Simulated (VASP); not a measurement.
Runs of VASP 6.6.1 on Al. The structure is that of space group Fm-3m (No. 225), or close to it. The cells are those of the table. 

```csv
task,level,cell,cutoff (eV),gap on the mesh (eV),pressure (GPa),relaxed volume (Å³/atom)
single point,r2SCAN+D4,"a = 2.813 Å, angles 60.0°, 1 atom",520,none,-0.3,-
single point,PBEsol,"a = 2.840 Å, angles 60.0°, 1 atom",520,none,0.0,-
relaxation of cell and atoms,PBEsol,"relaxed from a = 2.864 Å, angles 60.0°, 1 atom",600,none,0.0,16.20
relaxation of cell and atoms,PBE+D3(BJ),"relaxed from a = 2.864 Å, angles 60.0°, 1 atom",600,none,0.0,(a)
single point,PBE+D3(BJ),"a = 2.817 Å, angles 60.0°, 1 atom",520,none,-0.1,-
```

Alike in all rows: potentials or basis VASP PAW PBE potentials, release 64 (Al); no spin polarisation; k mesh 16 × 16 × 16; smearing fermi-dirac 0.1 eV.

Task: Estimate the missing entries.

Result: (a) 15.79.

Caveats: the PAW data sets were made with another functional, which shifts forces and pressure a little (some runs); pairwise dispersion overbinds metals, which lowers pressure and volume (some runs).

A gap of «none» marks levels without a gap at the run's occupations.
